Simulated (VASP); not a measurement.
A run of VASP 6.6.1 is set up as follows.

File INCAR:

```
ALGO = Normal
EDIFF = 1E-6
ENCUT = 520
GGA = PE
ISIF = 2
ISMEAR = -1
ISPIN = 2
LASPH = T
LCHARG = F
LMAXMIX = 4
LORBIT = 11
LREAL = F
LWAVE = F
MAGMOM = 0 1.5 0 0 0
NBANDS = 32
NELM = 150
PREC = Accurate
SIGMA = 0.3
```

File KPOINTS:

```
k-points
0
Gamma
  6 6 6
```

File POSCAR:

```
SrVO3
1.0
    3.8409000000      0.0000000000      0.0000000000
    0.0000000000      3.8409000000      0.0000000000
    0.0000000000      0.0000000000      3.8409000000
Sr V O
1 1 3
Direct
    0.5000000000      0.5000000000      0.5000000000
    0.0000000000      0.0000000000      0.0000000000
    0.5000000000      0.0000000000      0.0000000000
    0.0000000000      0.5000000000      0.0000000000
    0.0000000000      0.0000000000      0.5000000000
```

Potentials or basis: VASP PAW PBE potentials, release 64 (Sr_sv, V_sv, O).

Launch:

```bash
$ cat potpaw_PBE.64/Sr_sv/POTCAR potpaw_PBE.64/V_sv/POTCAR potpaw_PBE.64/O/POTCAR > POTCAR
$ mpirun -np 1 vasp_std > vasp.out
```

Task: Estimate the pressure.

Result: 4.5 GPa.

Task: Estimate the net moment.

Result: 0.00 μB per cell.

Caveat: the cell stands under pressure; so wide a smearing shifts energies and pressures.
